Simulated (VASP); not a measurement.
# SiC (4H-SiC (P6_3mc)) (P6_3mc) in VASP: further runs

The runs below take SiC (4H-SiC (P6_3mc)) through single point, with PBE.

Everything below comes from runs of VASP 6.6.1. Logs are shortened: lines on timing, memory, paths and dates and some standing lists are left out, and cuts for length are marked.

### 1 The cell of the first run

Symmetry: P6_3mc, No. 186, hexagonal system. Conventional cell: a = 3.094 Å, b = 3.094 Å, c = 10.129 Å, α = 90.00°, β = 90.00°, γ = 120.00°. Within 2.5 Å of Si (site symmetry 3m) lie 4 C at 1.90 Å. Within 2.5 Å of Si (site symmetry 3m) lie 4 C at 1.89 to 1.90 Å. Within 2.5 Å of C (site symmetry 3m) lie 4 Si at 1.89 to 1.90 Å. Within 2.5 Å of C (site symmetry 3m) lie 4 Si at 1.90 Å.

### 2 Single point, PBE

The input, INCAR:

```
SYSTEM = SiC
PREC = Accurate
ENCUT = 600
EDIFF = 1E-6
ISMEAR = -1
SIGMA = 0.01
LREAL = Auto
LASPH = .TRUE.
NELM = 120
ALGO = Normal
ISIF = 2
LWAVE = .FALSE.
LCHARG = .FALSE.
GGA = PE
NBANDS = 86
GGA_COMPAT = .FALSE.
```

The input, KPOINTS:

```
Automatic mesh
0
Gamma
  1 1 1
  0.25 0.25 0.25
```

The input, POSCAR:

```
SiC
1.0
    6.1879230300      0.0000000600      0.0000000000
   -3.0939615600      5.3588985100      0.0000000000
    0.0000000000      0.0000000000     10.1287833600
Si C
16 16
Direct
    0.3333333350      0.1666666650      0.9378448600
    0.1666666650      0.3333333350      0.4378448600
    0.0000000000      0.0000000000      0.6879001300
    0.0000000000      0.0000000000      0.1879001300
    0.3333333350      0.6666666650      0.9378448600
    0.1666666650      0.8333333350      0.4378448600
    0.0000000000      0.5000000000      0.6879001300
    0.0000000000      0.5000000000      0.1879001300
    0.8333333350      0.1666666650      0.9378448600
    0.6666666650      0.3333333350      0.4378448600
    0.5000000000      0.0000000000      0.6879001300
    0.5000000000      0.0000000000      0.1879001300
    0.8333333350      0.6666666650      0.9378448600
    0.6666666650      0.8333333350      0.4378448600
    0.5000000000      0.5000000000      0.6879001300
    0.5000000000      0.5000000000      0.1879001300
    0.3333333350      0.1666666650      0.7498071200
    0.1666666650      0.3333333350      0.2498071200
    0.0000000000      0.0000000000      0.5004468900
    0.0000000000      0.0000000000      0.0004468900
    0.3333333350      0.6666666650      0.7498071200
    0.1666666650      0.8333333350      0.2498071200
    0.0000000000      0.5000000000      0.5004468900
    0.0000000000      0.5000000000      0.0004468900
    0.8333333350      0.1666666650      0.7498071200
    0.6666666650      0.3333333350      0.2498071200
    0.5000000000      0.0000000000      0.5004468900
    0.5000000000      0.0000000000      0.0004468900
    0.8333333350      0.6666666650      0.7498071200
    0.6666666650      0.8333333350      0.2498071200
    0.5000000000      0.5000000000      0.5004468900
    0.5000000000      0.5000000000      0.0004468900
```

Potentials or basis: VASP PAW PBE potentials, release 64 (Si, C).

Command:

```bash
> cat potpaw_PBE.64/Si/POTCAR potpaw_PBE.64/C/POTCAR > POTCAR
> mpirun -np 1 vasp_std > vasp.out
```

OUTCAR:

```text
SYSTEM = SiC
   PREC = Accurate
   ENCUT = 600
   EDIFF = 1E-6
   ISMEAR = -1
   LREAL = Auto
   LASPH = .TRUE.
   NELM = 120
   ISIF = 2
   GGA = PE

 ion  position               nearest neighbor table
   1  0.333  0.167  0.938-  28 1.90  32 1.90  20 1.90  17 1.90   5 3.09   5 3.09   9 3.09   9 3.09
                            13 3.09  13 3.09  11 3.10  15 3.10   3 3.10  12 3.10  16 3.10   4 3.10
   2  0.167  0.333  0.438-  23 1.90  19 1.90  31 1.90  18 1.90   6 3.09   6 3.09  10 3.09  10 3.09
                            14 3.09  14 3.09   8 3.10   4 3.10  16 3.10   7 3.10   3 3.10  15 3.10
   3  0.000  0.000  0.688-  25 1.89  29 1.89  17 1.89  19 1.90   7 3.09   7 3.09  11 3.09  11 3.09
                            15 3.09  15 3.09   9 3.10  13 3.10   1 3.10   6 3.10   2 3.10  14 3.10
   4  0.000  0.000  0.188-  22 1.89  18 1.89  30 1.89  20 1.90   8 3.09   8 3.09  12 3.09  12 3.09
                            16 3.09  16 3.09   6 3.10   2 3.10  14 3.10   9 3.10  13 3.10   1 3.10
   5  0.333  0.667  0.938-  32 1.90  28 1.90  24 1.90  21 1.90   1 3.09   1 3.09  13 3.09  13 3.09
                             9 3.09   9 3.09  15 3.10  11 3.10   7 3.10  16 3.10  12 3.10   8 3.10
   6  0.167  0.833  0.438-  19 1.90  23 1.90  27 1.90  22 1.90   2 3.09   2 3.09  14 3.09  14 3.09
                            10 3.09  10 3.09   4 3.10   8 3.10  12 3.10   3 3.10   7 3.10  11 3.10
   7  0.000  0.500  0.688-  29 1.89  25 1.89  21 1.89  23 1.90   3 3.09   3 3.09  15 3.09  15 3.09
                            11 3.09  11 3.09  13 3.10   9 3.10   5 3.10   2 3.10   6 3.10  10 3.10
   8  0.000  0.500  0.188-  18 1.89  22 1.89  26 1.89  24 1.90   4 3.09   4 3.09  16 3.09  16 3.09
                            12 3.09  12 3.09   2 3.10   6 3.10  10 3.10  13 3.10   9 3.10   5 3.10
   9  0.833  0.167  0.938-  20 1.90  24 1.90  28 1.90  25 1.90  13 3.09  13 3.09   1 3.09   1 3.09
[... 38 lines left out ...]
 A1 = (   6.1879230300,   0.0000000600,   0.0000000000)
 A2 = (  -3.0939615600,   5.3588985100,   0.0000000000)
 A3 = (   0.0000000000,   0.0000000000,  10.1287833600)

Analysis of symmetry for initial positions (statically):
=====================================================================
 Subroutine PRICEL returns following result:

  LATTYP: Found a hexagonal cell.
 ALAT       =     3.0939615150
 C/A-ratio  =     3.2737263573

  Lattice vectors:

 A1 = (   3.0939615150,   0.0000000300,   0.0000000000)
 A2 = (  -1.5469807800,   2.6794492550,   0.0000000000)
 A3 = (   0.0000000000,   0.0000000000,  10.1287833600)

   4 primitive cells build up your supercell.

 Routine SETGRP: Setting up the symmetry group for a
 hexagonal supercell.

 Subroutine GETGRP returns: Found 12 space group operations
 (whereof  6 operations were pure point group operations)
 out of a pool of 24 trial point group operations.

The static configuration has the point symmetry C_3v.
 The point group associated with its full space group is C_6v.

Analysis of symmetry for dynamics (positions and initial velocities):
=====================================================================
 Subroutine PRICEL returns following result:

  LATTYP: Found a hexagonal cell.
 ALAT       =     3.0939615150
 C/A-ratio  =     3.2737263573

  Lattice vectors:

 A1 = (   3.0939615150,   0.0000000300,   0.0000000000)
 A2 = (  -1.5469807800,   2.6794492550,   0.0000000000)
 A3 = (   0.0000000000,   0.0000000000,  10.1287833600)

   4 primitive cells build up your supercell.

 Routine SETGRP: Setting up the symmetry group for a
 hexagonal supercell.

 Subroutine GETGRP returns: Found 12 space group operations
 (whereof  6 operations were pure point group operations)
 out of a pool of 24 trial point group operations.

The dynamic configuration has the point symmetry C_3v.
 The point group associated with its full space group is C_6v.

 Subroutine INISYM returns: Found 12 space group operations
 (whereof  6 operations are pure point group operations),
 and found     4 'primitive' translations

----------------------------------------------------------------------------------------

                                     Primitive cell

  volume of cell :      83.9688

  direct lattice vectors                    reciprocal lattice vectors
     3.093961515  0.000000030  0.000000000     0.323210224  0.186605514  0.000000000
    -1.546980780  2.679449255  0.000000000    -0.000000004  0.373211022  0.000000000
     0.000000000  0.000000000 10.128783360     0.000000000  0.000000000  0.098728541

  length of vectors
     3.093961515  3.093961513 10.128783360     0.373211022  0.373211022  0.098728541

  position of ions in fractional coordinates (direct lattice)
     0.666666670  0.333333330  0.937844860
     0.333333330  0.666666670  0.437844860
     0.000000000  0.000000000  0.687900130
     0.000000000  0.000000000  0.187900130
     0.666666670  0.333333330  0.749807120
     0.333333330  0.666666670  0.249807120
     0.000000000  0.000000000  0.500446890
     0.000000000  0.000000000  0.000446890

  ion indices of the primitive-cell ions
   primitive index   ion index
                 1           1
                 2           2
                 3          11
                 4          12
                 5          17
                 6          18
                 7          27
                 8          28

----------------------------------------------------------------------------------------

 KPOINTS: Automatic mesh

Automatic generation of k-mesh.
 Grid dimensions read from file:
 generate k-points for:    1    1    1

 Generating k-lattice:

  Cartesian coordinates                     Fractional coordinates (reciprocal lattice)
     0.161605112  0.093302757  0.000000000     1.000000000  0.000000000  0.000000000
    -0.000000002  0.186605511  0.000000000     0.000000000  1.000000000  0.000000000
     0.000000000  0.000000000  0.098728541     0.000000000  0.000000000  1.000000000

  Length of vectors
     0.186605511  0.186605511  0.098728541

  Shift w.r.t. Gamma in fractional coordinates (k-lattice)
     0.250000000  0.250000000  0.250000000

 Subroutine IBZKPT returns following result:
 ===========================================

 Found      1 irreducible k-points:

 Following reciprocal coordinates:
            Coordinates               Weight
  0.250000  0.250000  0.250000     12.000000
   k-points           NKPTS =      1   k-points in BZ     NKDIM =      1   number of bands    NBANDS=     86
   number of dos      NEDOS =    301   number of ions     NIONS =     32
   total plane-waves  NPLWV = 210000
   dimension x,y,z NGX =    50 NGY =   50 NGZ =   84
   dimension x,y,z NGXF=   100 NGYF=  100 NGZF=  168
   ions per type =              16  16
   NGX,Y,Z   is equivalent  to a cutoff of  13.43, 13.43, 13.79 a.u.
   NGXF,Y,Z  is equivalent  to a cutoff of  26.87, 26.87, 27.57 a.u.
 SYSTEM =  SiC
   PREC   = accura    normal or accurate (medium, high low for compatibility)
   ISTART =      0    job   : 0-new  1-cont  2-samecut
   ICHARG =      2    charge: 1-file 2-atom 10-const
   ISPIN  =      1    spin polarized calculation?
   LNONCOLLINEAR =      F non collinear calculations
   LSORBIT =      F    spin-orbit coupling
   LASPH  =      T    aspherical Exc in radial PAW
   ENCUT  =  600.0 eV  44.10 Ry    6.64 a.u.  12.36 12.36 20.23*2*pi/ulx,y,z
   NELM   =    120;   NELMIN=  2; NELMDL= -5     # of ELM steps
   EDIFF  = 0.1E-05   stopping-criterion for ELM
   LREAL  =      T    real-space projection
   EDIFFG = 0.1E-04   stopping-criterion for IOM
   NSW    =      0    number of steps for IOM
   IBRION =     -1    ionic relax: 0-MD 1-quasi-New 2-CG
   NFREE  =      0    steps in history (QN), initial steepest desc. (CG)
   ISIF   =      2    stress and relaxation
   ISYM   =      2    0-nonsym 1-usesym 2-fastsym
   POTIM  = 0.5000    time-step for ionic-motion
   TEBEG  =    0.0;   TEEND  =   0.0 temperature during run
   PSTRESS=    0.0 pullay stress
   NELECT =     128.0000    total number of electrons
   NUPDOWN=      -1.0000    fix difference up-down
   EMIN   =  10.00;   EMAX   =-10.00  energy-range for DOS
   EFERMI =   0.00;   METHOD = LEGACY
   ISMEAR =    -1;   SIGMA  =   0.01  broadening in eV -4-tet -1-fermi 0-gaus
   EFERMI_NEDOS =   21; number of points for ismear=-14 and -15
   IALGO  =     38    algorithm
   IMIX   =      4    mixing-type and parameters
     AMIX     =   0.40;   BMIX     =  1.00
     AMIX_MAG =   1.60;   BMIX_MAG =  1.00
  volume/ion in A,a.u.               =      10.50        70.83
  Fermi-wavevector in a.u.,A,eV,Ry     =   1.186913  2.242940 19.167379  1.408763
  Thomas-Fermi vector in A             =   2.323076
   LORBIT       =      0    0 simple, 1 ext, 2 COOP (PROOUT), +10 PAW based schemes
   GGA     = PE    functional components
   LHFCALC =     F    Hartree Fock is set to
   AEXX    =    0.0000 exact exchange contribution
   IVDW    =     0    specifies the selected vdW correction
   LEPSILON=     F    determine dielectric tensor
   LRPA    =     F    only Hartree local field effects (RPA)
 non-spin polarized calculation
  energy-cutoff  :      600.00
  volume of cell :      335.88
 maximum number of plane-waves:     11200
 NGX is ok and might be reduce to    50
   NGX = 25   NGY = 25   NGZ = 41

 number of electron     127.9999999 magnetization

 Free energy of the ion-electron system (eV)
  ---------------------------------------------------
  ext. energy  EPLUGINS =         0.00000000
  ---------------------------------------------------
  free energy    TOTEN  =      -247.07328186 eV

  energy without entropy =     -247.07328186  energy(sigma->0) =     -247.07328186

 E-fermi :   7.6361     XC(G=0): -11.3088

 val. band max:        7.3589695734   @ k =   0.2500   0.2500   0.2500
 cond. band min:      11.5689093559   @ k =   0.2500   0.2500   0.2500
 fundamental gap:      4.2099397825
 Fermi energy:         7.6361459337

 k-point     1 :       0.2500    0.2500    0.2500
  band No.  band energies     occupation
      1      -6.5305      2.00000
      2      -5.9490      2.00000
      3      -5.5238      2.00000
      4      -5.5238      2.00000
      5      -4.9711      2.00000
      6      -4.9711      2.00000
[... 68 lines left out ...]
     75      13.5421      0.00000
     76      13.6208      0.00000
 [bands above 76 left out]

------------------------ aborting loop because EDIFF is reached ----------------------------------------

  FORCE on cell =-STRESS in cart. coord.  units (eV):
  Direction    XX          YY          ZZ          XY          YZ          ZX
  --------------------------------------------------------------------------------------
  -------------------------------------------------------------------------------------
  Total       -6.4349960     -6.4349960      4.2365805     -0.0000000     -0.0000000      0.0000000
  in kB      -30.6959544    -30.6959544     20.2091627     -0.0000000     -0.0000000      0.0000000
  external PRESSURE =     -13.7275820 kB  Pullay stress =       0.0000000 kB

 VOLUME and BASIS-vectors are now :
 -----------------------------------------------------------------------------
  energy-cutoff  :      600.00
  volume of cell :      335.88
      direct lattice vectors                 reciprocal lattice vectors
     6.187923030  0.000000060  0.000000000     0.161605112  0.093302757  0.000000000
    -3.093961560  5.358898510  0.000000000    -0.000000002  0.186605511  0.000000000
     0.000000000  0.000000000 10.128783360     0.000000000  0.000000000  0.098728541

 POSITION                                       TOTAL-FORCE (eV/Angst)
 -----------------------------------------------------------------------------------
      1.54698      0.89315      9.49923         0.000000      0.000000     -0.109066
     -0.00000      1.78630      4.43484         0.000000      0.000000     -0.109066
      0.00000      0.00000      6.96759         0.000000     -0.000000     -0.135632
      0.00000      0.00000      1.90320         0.000000      0.000000     -0.135632
     -0.00000      3.57260      9.49923         0.000000      0.000000     -0.109066
     -1.54698      4.46575      4.43484         0.000000      0.000000     -0.109066
[... 24 lines left out ...]
      1.54698      2.67945      5.06892         0.000000     -0.000000      0.114869
      1.54698      2.67945      0.00453         0.000000     -0.000000      0.114869
 -----------------------------------------------------------------------------------
    total drift:                               -0.000000     -0.000000     -0.005804

  FREE ENERGIE OF THE ION-ELECTRON SYSTEM (eV)
  ---------------------------------------------------
  free  energy   TOTEN  =      -247.0732818641 eV

  energy  without entropy=     -247.0732818641  energy(sigma->0) =     -247.07328186
```

It took 89 s on 1 thread of Intel Xeon 6975P-C, shared host; peak memory 0.45 GiB.

Results:

| Property | Result |
| --- | --- |
| Free energy | -247.0733 eV |
| Pressure | -1.4 GPa |
| Largest force | 0.136 eV/Å |
| Band gap on the k mesh | 4.21 eV |

Forces in eV/Å, atoms in the order of the input:
```
Si   0.000  0.000 -0.109
Si   0.000  0.000 -0.109
Si   0.000  0.000 -0.136
Si   0.000  0.000 -0.136
Si   0.000  0.000 -0.109
Si   0.000  0.000 -0.109
Si   0.000  0.000 -0.136
Si   0.000  0.000 -0.136
Si   0.000  0.000 -0.109
Si   0.000  0.000 -0.109
Si   0.000  0.000 -0.136
Si   0.000  0.000 -0.136
Si   0.000  0.000 -0.109
Si   0.000  0.000 -0.109
Si   0.000  0.000 -0.136
Si   0.000  0.000 -0.136
C    0.000  0.000  0.130
C    0.000  0.000  0.130
C    0.000  0.000  0.115
C    0.000  0.000  0.115
C    0.000  0.000  0.130
C    0.000  0.000  0.130
C    0.000  0.000  0.115
C    0.000  0.000  0.115
C    0.000  0.000  0.130
C    0.000  0.000  0.130
C    0.000  0.000  0.115
C    0.000  0.000  0.115
C    0.000  0.000  0.130
C    0.000  0.000  0.130
C    0.000  0.000  0.115
C    0.000  0.000  0.115
```

Stress tensor (GPa, compression positive):
```
-3.07  0.00  0.00
 0.00 -3.07  0.00
 0.00  0.00  2.02
```

Caveat: the k points lie up to 1.17 Å⁻¹ apart.

(Part 1 of 2 ends here.)
